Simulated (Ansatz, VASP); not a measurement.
TiC in VASP and in Ansatz

File INCAR:

```
SYSTEM = TiC
PREC = Accurate
ENCUT = 520
EDIFF = 1E-6
ISMEAR = 0
SIGMA = 0.1
LREAL = .FALSE.
LASPH = .TRUE.
NELM = 60
ALGO = Normal
ISIF = 2
LWAVE = .FALSE.
LCHARG = .TRUE.
GGA = PE
LELF = .TRUE.
LVHAR = .TRUE.
NBANDS = 15
```

Contents of KPOINTS:

```
Automatic mesh
0
G
  16 16 16
  0 0 0
```

Contents of POSCAR:

```
TiC
1.0
    0.0000000000      2.2008962000      2.2008962000
    2.2008962000      0.0000000000      2.2008962000
    2.2008962000      2.2008962000      0.0000000000
Ti C
1 1
Direct
    0.0000000000      0.0000000000      0.0000000000
    0.5000000000      0.5000000000      0.5000000000
```

Input for Ansatz:

```yaml
crystal:
  lattice:
    - [0.0, 2.2008962, 2.2008962]
    - [2.2008962, 0.0, 2.2008962]
    - [2.2008962, 2.2008962, 0.0]
  atoms:
    - { symbol: Ti, position: [0.0, 0.0, 0.0] }
    - { symbol: C, position: [0.5, 0.5, 0.5] }
basis:
  ecutwfc: 420
kpoints:
  mp_grid: { grid: [16, 16, 16] }
hamiltonian:
  xc: pbe
scf:
  occupations: { method: gaussian, width: 0.1 }
output:
  forces: true
  stress: true
  eigenvalues: true
```

Alike in both runs: task single point; functional PBE; k mesh 16 × 16 × 16; occupations gaussian, width 0.1 eV; no spin polarisation.

|  | VASP | Ansatz |
| --- | --- | --- |
| version | VASP 6.6.1 | Ansatz 0.2.0 |
| potentials or method | VASP PAW PBE potentials, release 64 (Ti_sv, C), cutoff 520 eV | scalar-relativistic, plane waves, PAW |
| valence electrons in the cell | 16 | 16 |

Ansatz gave:

| Property | Result |
| --- | --- |
| gap on the k mesh at the Fermi level (eV) | none |
| pressure (GPa) | -10.8 |

**Question.** What did VASP give for the same quantities?

**Answer.** gap on the k mesh at the Fermi level (eV): none; pressure (GPa): -10.7.

A gap of «none» marks a metal or a gap that the smearing closes.
